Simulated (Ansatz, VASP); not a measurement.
# One calculation of Pt, two programs

POSCAR

```
Pt
1.0
    2.8986988966      0.0000000000      0.0000000000
   -1.4493494483      2.5103468823      0.0000000000
    0.0000000000      0.0000000000      4.7921340000
Pt
2
Direct
    0.6666666667      0.3333333333      0.7500000000
    0.3333333333      0.6666666667      0.2500000000
```

File INCAR.step1:

```
  PREC = Accurate
  ENCUT = 520
  ISMEAR = 0
  SIGMA = 0.15
  LREAL = False
  LASPH = True
  NELM = 60
  NBANDS = 17
  GGA = PE
  ALGO = Normal
  EDIFF = 1E-4
  LWAVE = True
  LCHARG = False
```

File INCAR.step2:

```
  PREC = Accurate
  ENCUT = 520
  EDIFF = 1E-6
  ISMEAR = 0
  SIGMA = 0.15
  LREAL = False
  LASPH = True
  NELM = 60
  ALGO = Normal
  ISIF = 2
  LWAVE = False
  LCHARG = False
  METAGGA = R2SCAN
  LMIXTAU = True
  NBANDS = 17
  ISTART = 1
```

File KPOINTS:

```
Automatic mesh
0
Gamma
  18 18 10
```

Input for Ansatz:

```yaml
crystal:
  lattice:
    - [2.8986988966, 0.0, 0.0]
    - [-1.4493494483, 2.5103468823, 0.0]
    - [0.0, 0.0, 4.792134]
  atoms:
    - { symbol: Pt, position: [0.6666666667, 0.3333333333, 0.75] }
    - { symbol: Pt, position: [0.3333333333, 0.6666666667, 0.25] }
basis:
  ecutwfc: 500
kpoints:
  mp_grid: { grid: [18, 18, 10] }
hamiltonian:
  xc: r2scan
scf:
  occupations: { method: gaussian, width: 0.15 }
output:
  forces: true
  stress: true
  eigenvalues: true
```

Change from the starting cell: strain +0.050 along x and y, +0.000 along z, atoms carried along.

Alike in both runs: task single point; functional r2SCAN; k mesh 18 × 18 × 10; occupations gaussian, width 0.15 eV; no spin polarisation.

```csv
,VASP,Ansatz
version,VASP 6.6.1,Ansatz 0.2.0
potentials or method,"VASP PAW PBE potentials, release 64 (Pt), cutoff 520 eV","scalar-relativistic, plane waves, PAW"
valence electrons in the cell,20,36
```

|  | VASP | Ansatz | Ansatz less VASP |
| --- | --- | --- | --- |
| gap on the k mesh at the Fermi level (eV) | none | none | - |
| pressure (GPa) | -23.3 | -23.5 | -0.23 |
| traceless stress, the component that is largest in VASP (GPa) | 4.34 | 4.42 | +0.084 |

VASP's potentials were made for PBE, not for r2SCAN. A gap of «none» marks a metal or a gap that the smearing closes. VASP's potentials hold 20 valence electrons a cell and Ansatz's 36, so a difference there can come from the potentials and not from the codes.

Neither program's run includes spin-orbit coupling.
